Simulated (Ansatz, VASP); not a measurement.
Ir in VASP and in Ansatz

Contents of POSCAR:

```
Ir
1.0
    0.0000000000      2.0732760000      1.9964880000
    2.0732760000      0.0000000000      1.9964880000
    2.0732760000      2.0732760000      0.0000000000
Ir
1
Direct
    0.0000000000      0.0000000000      0.0000000000
```

INCAR.step1

```
PREC = Accurate
ENCUT = 520
ISMEAR = 0
SIGMA = 0.15
LREAL = F
LASPH = T
NELM = 80
NBANDS = 10
GGA = PE
ALGO = Normal
EDIFF = 1E-4
LWAVE = T
LCHARG = F
```

File INCAR.step2:

```
PREC = Accurate
ENCUT = 520
EDIFF = 1E-6
ISMEAR = 0
SIGMA = 0.15
LREAL = F
LASPH = T
NELM = 80
ALGO = Normal
ISIF = 2
LWAVE = F
LCHARG = F
METAGGA = R2SCAN
LMIXTAU = T
NBANDS = 10
ISTART = 1
```

Contents of KPOINTS:

```
regular mesh
0
Gamma
  22 22 22
```

Input for Ansatz:

```yaml
crystal:
  lattice:
    - [0.0, 2.073276, 1.996488]
    - [2.073276, 0.0, 1.996488]
    - [2.073276, 2.073276, 0.0]
  atoms:
    - { symbol: Ir, position: [0.0, 0.0, 0.0] }
basis:
  ecutwfc: 500
kpoints:
  mp_grid: { grid: [22, 22, 22] }
hamiltonian:
  xc: r2scan
scf:
  occupations: { method: gaussian, width: 0.15 }
output:
  forces: true
  stress: true
  eigenvalues: true
```

Change from the starting cell: strain +0.080 along x and y, +0.040 along z, atoms carried along.

Alike in both runs: task single point; functional r2SCAN; k mesh 22 × 22 × 22; occupations gaussian, width 0.15 eV; no spin polarisation.

```csv
,VASP,Ansatz
version,VASP 6.6.1,Ansatz 0.2.0
potentials or method,"VASP PAW PBE potentials, release 64 (Ir), cutoff 520 eV","scalar-relativistic, plane waves, PAW"
valence electrons in the cell,9,17
```

Ansatz gave:

* gap on the k mesh at the Fermi level (eV): none
* pressure (GPa): -43.5
* traceless stress, the component that is largest in VASP (GPa): 5.40

Question: Estimate VASP's values.

Answer: gap on the k mesh at the Fermi level (eV): none; pressure (GPa): -42.5; traceless stress, the component that is largest in VASP (GPa): 5.39.

VASP's potentials were made for PBE, not for r2SCAN. A gap of «none» marks a metal or a gap that the smearing closes. Both programs put the cell under strong tension, so it lies far from rest at this level. VASP's potentials hold 9 valence electrons a cell and Ansatz's 17, so a difference there can come from the potentials and not from the codes.

Neither program's run includes spin-orbit coupling. Noted on VASP's run: the cell as given lies far from equilibrium.
